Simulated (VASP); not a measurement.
Sn4P:

```
Sn P
1.0
     4.98024    0.00000    0.00000
     0.00000    4.98024    0.00000
     0.00000    0.00000    4.98024
Sn P
4 1
Direct
  0.50000 0.50000 0.50000
  0.00000 0.50000 0.50000
  0.50000 0.00000 0.50000
  0.50000 0.50000 0.00000
  0.00000 0.00000 0.00000
```

* Program: VASP 6.6.1
* Task: relaxation of cell and atoms
* Functional: PBE
* Potentials or basis: VASP PAW PBE potentials, release 64 (Sn_d, P)
* Cutoff: 600 eV
* k mesh: 4 × 4 × 4
* Occupations: gaussian, width 0.1 eV
* Spin: no spin polarisation

At the start: pressure 26.8 GPa; volume 24.70 Å³/atom.

Problem. How do energy, volume and symmetry change on relaxing?

Solution. Over 4 steps the energy falls by 640.8 meV/atom and the volume is 35.77 Å³/atom (+44.8 %); space group Pm-3m (No. 221, to 0.05 Å).

Step by step:
| step | energy change (eV) | largest force (eV/Å) | pressure (GPa) | volume (Å³) |
| --- | --- | --- | --- | --- |
| 1 | 0.0000 | 0.0000 | 26.84 | 123.52 |
| 2 | -2.7239 | 0.0000 | -3.68 | 213.27 |
| 3 | -3.2010 | 0.0000 | 0.43 | 175.72 |
| 4 | -3.2038 | 0.0000 | -0.12 | 178.83 |

Final structure:
```yaml
crystal:
  lattice:
    - [5.63391, 0.00000, 0.00000]
    - [0.00000, 5.63391, 0.00000]
    - [0.00000, 0.00000, 5.63391]
  atoms:
    - { symbol: Sn, position: [0.50000, 0.50000, 0.50000] }
    - { symbol: Sn, position: [0.00000, 0.50000, 0.50000] }
    - { symbol: Sn, position: [0.50000, 0.00000, 0.50000] }
    - { symbol: Sn, position: [0.50000, 0.50000, 0.00000] }
    - { symbol: P, position: [0.00000, 0.00000, 0.00000] }
```

Caveat: the volume moved by over 15 % at a fixed basis, so the end points are rough.
